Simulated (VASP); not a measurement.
# Se (Im-3m) in VASP: further runs

Se is run at these levels: LDA; tasks: single point.

Program: VASP 6.6.1. These are calculated values, not measurements. Logs are shortened: lines on timing, memory, paths and dates and some standing lists are left out, and cuts for length are marked.

## 1. The cell of the first run

The structure is cubic, space group Im-3m (No. 229). The conventional cell has a = 3.312 Å, b = 3.312 Å, c = 3.312 Å, α = 90.00°, β = 90.00°, γ = 90.00°. Within 3.8 Å of Se (site symmetry m-3m) lie 14 Se at 2.87 to 3.31 Å.

This isn't the form of Se at room conditions, which is trigonal, of chains.

## 2. Single point, LDA (18.16 Å³/atom)

INCAR

```
SYSTEM = Se
ALGO     = Normal         ! electronic algorithm
EDIFF    = 1E-6           ! SCF threshold, eV
ENCUT    = 520            ! plane-wave cutoff, eV
GGA      = CA             ! functional
ISIF     = 2              ! what is computed and relaxed
ISMEAR   = -1             ! smearing method
LASPH    = .TRUE.         ! aspherical terms in the spheres
LCHARG   = .FALSE.        ! write CHGCAR
LREAL    = .FALSE.        ! projectors in reciprocal space
LWAVE    = .FALSE.        ! write WAVECAR
NBANDS   = 9              ! bands
NELM     = 60             ! most SCF steps
PREC     = Accurate       ! precision mode
SIGMA    = 0.1            ! smearing width, eV
```

KPOINTS

```
k-points
0
G
  15 15 15
  0 0 0
```

POSCAR

```
Se
1.0
   -1.6557780511      1.6557780511      1.6557780511
    1.6557780511     -1.6557780511      1.6557780511
    1.6557780511      1.6557780511     -1.6557780511
Se
1
Direct
    0.0000000000      0.0000000000      0.0000000000
```

Potentials or basis: VASP PAW LDA potentials, release 64 (Se).

Started as:

```console
$ cat potpaw_LDA.64/Se/POTCAR > POTCAR
$ mpirun -np 1 vasp_std > vasp.out
```

OUTCAR:

```text
SYSTEM = Se
   EDIFF = 1E-6
   ENCUT = 520
   GGA = CA
   ISIF = 2
   ISMEAR = -1
   LASPH = .TRUE.
   LREAL = .FALSE.
   NELM = 60
   PREC = Accurate

 ion  position               nearest neighbor table
   1  0.000  0.000  0.000-

  LATTYP: Found a body centered cubic cell.
 ALAT       =     3.3115561022

  Lattice vectors:

 A1 = (  -1.6557780511,   1.6557780511,   1.6557780511)
 A2 = (   1.6557780511,  -1.6557780511,   1.6557780511)
 A3 = (   1.6557780511,   1.6557780511,  -1.6557780511)

Analysis of symmetry for initial positions (statically):
=====================================================================
 Subroutine PRICEL returns:
 Original cell was already a primitive cell.

 Routine SETGRP: Setting up the symmetry group for a
 body centered cubic supercell.

 Subroutine GETGRP returns: Found 48 space group operations
 (whereof 48 operations were pure point group operations)
 out of a pool of 48 trial point group operations.

The static configuration has the point symmetry O_h .

Analysis of symmetry for dynamics (positions and initial velocities):
=====================================================================
 Subroutine PRICEL returns:
 Original cell was already a primitive cell.

 Routine SETGRP: Setting up the symmetry group for a
 body centered cubic supercell.

 Subroutine GETGRP returns: Found 48 space group operations
 (whereof 48 operations were pure point group operations)
 out of a pool of 48 trial point group operations.

The dynamic configuration has the point symmetry O_h .

 Subroutine INISYM returns: Found 48 space group operations
 (whereof 48 operations are pure point group operations),
 and found     1 'primitive' translations

----------------------------------------------------------------------------------------

                                     Primitive cell

  volume of cell :      18.1579

  direct lattice vectors                    reciprocal lattice vectors
    -1.655778051  1.655778051  1.655778051     0.000000000  0.301972840  0.301972840
     1.655778051 -1.655778051  1.655778051     0.301972840  0.000000000  0.301972840
     1.655778051  1.655778051 -1.655778051     0.301972840  0.301972840  0.000000000

  length of vectors
     2.867891711  2.867891711  2.867891711     0.427054085  0.427054085  0.427054085

  position of ions in fractional coordinates (direct lattice)
[... 79 lines left out ...]
   EDIFFG = 0.1E-04   stopping-criterion for IOM
   NSW    =      0    number of steps for IOM
   IBRION =     -1    ionic relax: 0-MD 1-quasi-New 2-CG
   NFREE  =      0    steps in history (QN), initial steepest desc. (CG)
   ISIF   =      2    stress and relaxation
   ISYM   =      2    0-nonsym 1-usesym 2-fastsym
   POTIM  = 0.5000    time-step for ionic-motion
   TEBEG  =    0.0;   TEEND  =   0.0 temperature during run
   PSTRESS=    0.0 pullay stress
   NELECT =       6.0000    total number of electrons
   NUPDOWN=      -1.0000    fix difference up-down
   EMIN   =  10.00;   EMAX   =-10.00  energy-range for DOS
   EFERMI =   0.00;   METHOD = LEGACY
   ISMEAR =    -1;   SIGMA  =   0.10  broadening in eV -4-tet -1-fermi 0-gaus
   EFERMI_NEDOS =   21; number of points for ismear=-14 and -15
   IALGO  =     38    algorithm
   IMIX   =      4    mixing-type and parameters
     AMIX     =   0.40;   BMIX     =  1.00
     AMIX_MAG =   1.60;   BMIX_MAG =  1.00
  volume/ion in A,a.u.               =      18.16       122.54
  Fermi-wavevector in a.u.,A,eV,Ry     =   1.131800  2.138792 17.428680  1.280972
  Thomas-Fermi vector in A             =   2.268500
   LORBIT       =      0    0 simple, 1 ext, 2 COOP (PROOUT), +10 PAW based schemes
   GGA     = CA    functional components
   LHFCALC =     F    Hartree Fock is set to
   AEXX    =    0.0000 exact exchange contribution
   IVDW    =     0    specifies the selected vdW correction
   LEPSILON=     F    determine dielectric tensor
   LRPA    =     F    only Hartree local field effects (RPA)
 non-spin polarized calculation
  energy-cutoff  :      520.00
  volume of cell :       18.16
 maximum number of plane-waves:       497
 NGX is ok and might be reduce to    24
   NGX = 11   NGY = 11   NGZ = 11

 number of electron       6.0000001 magnetization

 Free energy of the ion-electron system (eV)
  ---------------------------------------------------
  ext. energy  EPLUGINS =         0.00000000
  ---------------------------------------------------
  free energy    TOTEN  =        -3.71091758 eV

  energy without entropy =       -3.68306098  energy(sigma->0) =       -3.69698928

 E-fermi :   7.0574     XC(G=0): -11.2784

 val. band max:        7.0550513586   @ k =  -0.2667   0.3333   0.0667
 cond. band min:       7.1044960839   @ k =  -0.4000   0.4000   0.0667
 fundamental gap:      0.0494447253
 Fermi energy:         7.0574449151

 k-point     1 :       0.0000    0.0000    0.0000
  band No.  band energies     occupation
      1     -10.1253      2.00000
      2      10.6144      0.00000
      3      10.6144      0.00000
      4      10.6144      0.00000
      5      19.7179      0.00000
      6      19.7818      0.00000
      7      19.7818      0.00000
      8      19.7818      0.00000
      9      22.9030      0.00000
[... 265 lines left out ...]
 k-point    24 :       0.4000    0.2000    0.0000
  band No.  band energies     occupation
      1      -5.5531      2.00000
      2       0.2386      2.00000
      3       4.0507      2.00000
      4       8.3474      0.00000
      5      15.8767      0.00000
      6      18.9116      0.00000
      7      22.6592      0.00000
      8      23.4041      0.00000
      9      29.5954      0.00000

 [... further k-points ...]

------------------------ aborting loop because EDIFF is reached ----------------------------------------

  FORCE on cell =-STRESS in cart. coord.  units (eV):
  Direction    XX          YY          ZZ          XY          YZ          ZX
  --------------------------------------------------------------------------------------
  -------------------------------------------------------------------------------------
  Total        0.5263366      0.5263366      0.5263366     -0.0000000     -0.0000000      0.0000000
  in kB       46.4416654     46.4416654     46.4416654     -0.0000000     -0.0000000      0.0000000
  external PRESSURE =      46.4416654 kB  Pullay stress =       0.0000000 kB

 VOLUME and BASIS-vectors are now :
 -----------------------------------------------------------------------------
  energy-cutoff  :      520.00
  volume of cell :       18.16
      direct lattice vectors                 reciprocal lattice vectors
    -1.655778051  1.655778051  1.655778051     0.000000000  0.301972840  0.301972840
     1.655778051 -1.655778051  1.655778051     0.301972840  0.000000000  0.301972840
     1.655778051  1.655778051 -1.655778051     0.301972840  0.301972840  0.000000000

 POSITION                                       TOTAL-FORCE (eV/Angst)
 -----------------------------------------------------------------------------------
      0.00000      0.00000      0.00000         0.000000      0.000000      0.000000
 -----------------------------------------------------------------------------------
    total drift:                                0.000000      0.000000      0.000000

  FREE ENERGIE OF THE ION-ELECTRON SYSTEM (eV)
  ---------------------------------------------------
  free  energy   TOTEN  =        -3.7109175799 eV

  energy  without entropy=       -3.6830609813  energy(sigma->0) =       -3.69698928
```

Wall time 25 s (1 thread of Intel Xeon 8259CL, shared host); peak memory 0.14 GiB.

What came out:

```yaml
Free_energy: -3.7109 eV
Pressure: 4.6 GPa
Band_gap_on_the_k_mesh: zero (bands 3 and 4 overlap by 7.16 eV)
```

Levels at points of the mesh, in eV from the Fermi level:
| k point | band 1 | band 2 | band 3 | band 4 | band 5 | band 6 | band 7 |
| --- | --- | --- | --- | --- | --- | --- | --- |
| (0.00, 0.00, 0.00) | -17.18 | 3.56 | 3.56 | 3.56 | 12.66 | 12.72 | 12.72 |

Caveat: the cell stands under pressure.

## 3. Single point, LDA (18.91 Å³/atom)

This run uses another cell than the first one, of 18.91 Å³/atom.

INCAR

```
SYSTEM = Se
ALGO = Normal
EDIFF = 1E-6
ENCUT = 520
GGA = CA
ISIF = 2
ISMEAR = -1
LASPH = .TRUE.
LCHARG = .TRUE.
LELF = .TRUE.
LREAL = .FALSE.
LVHAR = .TRUE.
LWAVE = .FALSE.
NBANDS = 9
NELM = 100
PREC = Accurate
SIGMA = 0.1
```

KPOINTS is that of step 2.

POSCAR

```
Se
1.0
   -1.6784627611      1.6784627611      1.6784627611
    1.6784627611     -1.6784627611      1.6784627611
    1.6784627611      1.6784627611     -1.6784627611
Se
1
Direct
    0.0000000000      0.0000000000      0.0000000000
```

Potentials or basis: VASP PAW LDA potentials, release 64 (Se).

Started as:

```console
$ cat potpaw_LDA.64/Se/POTCAR > POTCAR
$ mpirun -np 1 vasp_std > vasp.out
```

OUTCAR:

```text
SYSTEM = Se
   EDIFF = 1E-6
   ENCUT = 520
   GGA = CA
   ISIF = 2
   ISMEAR = -1
   LASPH = .TRUE.
   LREAL = .FALSE.
   NELM = 100
   PREC = Accurate

 ion  position               nearest neighbor table
   1  0.000  0.000  0.000-

  LATTYP: Found a body centered cubic cell.
 ALAT       =     3.3569255222

  Lattice vectors:

 A1 = (  -1.6784627611,   1.6784627611,   1.6784627611)
 A2 = (   1.6784627611,  -1.6784627611,   1.6784627611)
 A3 = (   1.6784627611,   1.6784627611,  -1.6784627611)

Analysis of symmetry for initial positions (statically):
=====================================================================
 Subroutine PRICEL returns:
 Original cell was already a primitive cell.

 Routine SETGRP: Setting up the symmetry group for a
 body centered cubic supercell.

 Subroutine GETGRP returns: Found 48 space group operations
 (whereof 48 operations were pure point group operations)
 out of a pool of 48 trial point group operations.

The static configuration has the point symmetry O_h .
[... 160 lines left out ...]

 val. band max:        6.4654638245   @ k =   0.3333   0.2000   0.0667
 cond. band min:       6.5038528757   @ k =  -0.2667   0.3333   0.0667
 fundamental gap:      0.0383890513
 Fermi energy:         6.4908126706

 k-point     1 :       0.0000    0.0000    0.0000
  band No.  band energies     occupation
      1     -10.2753      2.00000
      2       9.8260      0.00000
      3       9.8260      0.00000
      4       9.8260      0.00000
      5      18.5374      0.00000
      6      19.1224      0.00000
      7      19.1224      0.00000
      8      19.1224      0.00000
      9      22.1801      0.00000
[... 265 lines left out ...]
 k-point    24 :       0.4000    0.2000    0.0000
  band No.  band energies     occupation
      1      -6.0134      2.00000
      2       0.0139      2.00000
      3       3.6537      2.00000
      4       7.7385      0.00001
      5      15.2245      0.00000
      6      18.1440      0.00000
      7      21.8519      0.00000
      8      22.6257      0.00000
      9      28.4883      0.00000

 [... further k-points ...]

------------------------ aborting loop because EDIFF is reached ----------------------------------------

  FORCE on cell =-STRESS in cart. coord.  units (eV):
  Direction    XX          YY          ZZ          XY          YZ          ZX
  --------------------------------------------------------------------------------------
  -------------------------------------------------------------------------------------
  Total        0.0661612      0.0661612      0.0661612     -0.0000000      0.0000000     -0.0000000
  in kB        5.6042671      5.6042671      5.6042671     -0.0000000      0.0000000     -0.0000000
  external PRESSURE =       5.6042671 kB  Pullay stress =       0.0000000 kB

 VOLUME and BASIS-vectors are now :
 -----------------------------------------------------------------------------
  energy-cutoff  :      520.00
  volume of cell :       18.91
      direct lattice vectors                 reciprocal lattice vectors
    -1.678462761  1.678462761  1.678462761     0.000000000  0.297891625  0.297891625
     1.678462761 -1.678462761  1.678462761     0.297891625  0.000000000  0.297891625
     1.678462761  1.678462761 -1.678462761     0.297891625  0.297891625  0.000000000

 POSITION                                       TOTAL-FORCE (eV/Angst)
 -----------------------------------------------------------------------------------
      0.00000      0.00000      0.00000         0.000000      0.000000     -0.000000
 -----------------------------------------------------------------------------------
    total drift:                                0.000000     -0.000000     -0.000000

  FREE ENERGIE OF THE ION-ELECTRON SYSTEM (eV)
  ---------------------------------------------------
  free  energy   TOTEN  =        -3.7229501873 eV

  energy  without entropy=       -3.6943286703  energy(sigma->0) =       -3.70863943
```

OSZICAR:

```text
N       E                     dE             d eps       ncg     rms          rms(c)
DAV:   1     0.869676867224E+01    0.86968E+01   -0.29953E+03  2176   0.575E+02
DAV:   2    -0.344458369187E+01   -0.12141E+02   -0.11753E+02  2908   0.778E+01
DAV:   3    -0.372536805345E+01   -0.28078E+00   -0.27110E+00  2601   0.104E+01
DAV:   4    -0.372594723174E+01   -0.57918E-03   -0.57912E-03  2864   0.484E-01
DAV:   5    -0.372594769224E+01   -0.46050E-06   -0.46065E-06  2602   0.124E-02    0.380E+00
DAV:   6    -0.372369942437E+01    0.22483E-02   -0.21573E-03  2476   0.227E-01    0.225E+00
DAV:   7    -0.372298019052E+01    0.71923E-03   -0.33038E-03  2419   0.285E-01    0.637E-02
DAV:   8    -0.372294990427E+01    0.30286E-04   -0.11669E-04  2335   0.585E-02    0.792E-03
DAV:   9    -0.372295018727E+01   -0.28300E-06   -0.11730E-06  2578   0.861E-03
   1 F= -.37229502E+01 E0= -.37086394E+01  d E =-.286215E-01
```

stdout:

```text
POSCAR found type information on POSCAR Se
 POSCAR found :  1 types and       1 ions
 scaLAPACK will be used
 LDA part: xc-table for (Slater(with rela. corr.)+CA(PZ))
 , standard interpolation
 POSCAR, INCAR and KPOINTS ok, starting setup
 FFT: planning ... GRIDC
 FFT: planning ... GRID_SOFT
 FFT: planning ... GRID
 WAVECAR not read
 entering main loop
```

Wall time 29 s (1 thread of Intel Xeon 8259CL, shared host); peak memory 0.14 GiB.

What came out:

```
Free energy            : -3.7230 eV
Pressure               : 0.6 GPa
Band gap on the k mesh : zero (bands 3 and 4 overlap by 6.76 eV)
```

## 4. Single point, LDA (19.67 Å³/atom)

This run uses another cell than the first one, of 19.67 Å³/atom.

INCAR

```
SYSTEM = Se
ALGO     = Normal         ! electronic algorithm
EDIFF    = 1E-6           ! SCF threshold, eV
ENCUT    = 520            ! plane-wave cutoff, eV
ISIF     = 2              ! what is computed and relaxed
ISMEAR   = -1             ! smearing method
LASPH    = .True.         ! aspherical terms in the spheres
LCHARG   = .True.         ! write CHGCAR
LELF     = .True.         ! ELF
LREAL    = .False.        ! projectors in reciprocal space
LVHAR    = .True.       
LWAVE    = .False.        ! write WAVECAR
NBANDS   = 9              ! bands
NELM     = 60             ! most SCF steps
PREC     = Accurate       ! precision mode
SIGMA    = 0.1            ! smearing width, eV
```

KPOINTS

```
k-points
0
Gamma
  15 15 15
  0 0 0
```

POSCAR

```
Se
1.0
   -1.7005503304      1.7005503304      1.7005503304
    1.7005503304     -1.7005503304      1.7005503304
    1.7005503304      1.7005503304     -1.7005503304
Se
1
Direct
    0.0000000000      0.0000000000      0.0000000000
```

Started as:

```console
$ cat potpaw_LDA.64/Se/POTCAR > POTCAR
$ mpirun -np 1 vasp_std > vasp.out
```

Wall time 21 s (1 thread of Intel Xeon 8259CL, shared host); peak memory 0.14 GiB.

The run converged. Its results:

```yaml
Free_energy: -3.7176 eV
Pressure: -2.7 GPa
Band_gap_on_the_k_mesh: zero (bands 3 and 4 overlap by 6.39 eV)
```

Levels at points of the mesh, in eV from the Fermi level:
```csv
k point,band 1,band 2,band 3,band 4,band 5,band 6,band 7
"(0.00, 0.00, 0.00)",-16.39,3.13,3.13,3.13,11.49,12.54,12.54
```

## 5. Overview

```csv
cell,gap on the mesh (eV),pressure (GPa)
"a = 2.868 Å, angles 109.5°, 1 atom",none,4.6
"a = 2.907 Å, angles 109.5°, 1 atom",none,0.6
"a = 2.945 Å, angles 109.5°, 1 atom",none,-2.7
```

Alike in all rows: task single point; level LDA; potentials or basis VASP PAW LDA potentials, release 64 (Se); no spin polarisation; k mesh 15 × 15 × 15; cutoff (eV) 520; smearing fermi-dirac 0.1 eV.

Caveats: the cell stands under pressure (at least some runs).

Total energies depend on the potentials used, so only differences within one code and one set of settings carry meaning.
